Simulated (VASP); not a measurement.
A run of VASP 6.6.1:

The input INCAR:

```
PREC = Accurate
ENCUT = 520
EDIFF = 1E-6
ISMEAR = -1
SIGMA = 0.1
LREAL = False
LASPH = True
NELM = 150
ALGO = Normal
ISIF = 2
LWAVE = False
LCHARG = False
ISPIN = 2
MAGMOM = 1 0
LORBIT = 11
LMAXMIX = 4
GGA = PE
NBANDS = 19
```

File KPOINTS:

```
regular mesh
0
Gamma
  12 12 12
```

Contents of POSCAR:

```
NiO
1.0
    0.0000000000      2.0719018783      2.0719018783
    2.0719018783      0.0000000000      2.0719018783
    2.0719018783      2.0719018783      0.0000000000
Ni O
1 1
Direct
    0.0000000000      0.0000000000      0.0000000000
    0.5000000000      0.5000000000      0.5000000000
```

Potentials or basis: VASP PAW PBE potentials, release 64 (Ni, O).

Launch:

```sh
$ cat potpaw_PBE.64/Ni/POTCAR potpaw_PBE.64/O/POTCAR > POTCAR
$ mpirun -np 1 vasp_std > vasp.out
```

Hardware: 1 thread of AMD EPYC 7R13 Processor (Zen 3), with other jobs on the host.

Question: How long does it take, and how much memory?

Answer: Run time: 46 s on 1 thread of AMD EPYC 7R13 Processor (Zen 3), with other jobs on the host, peak memory 0.14 GiB. Counts: scf iterations 16, k points 72.
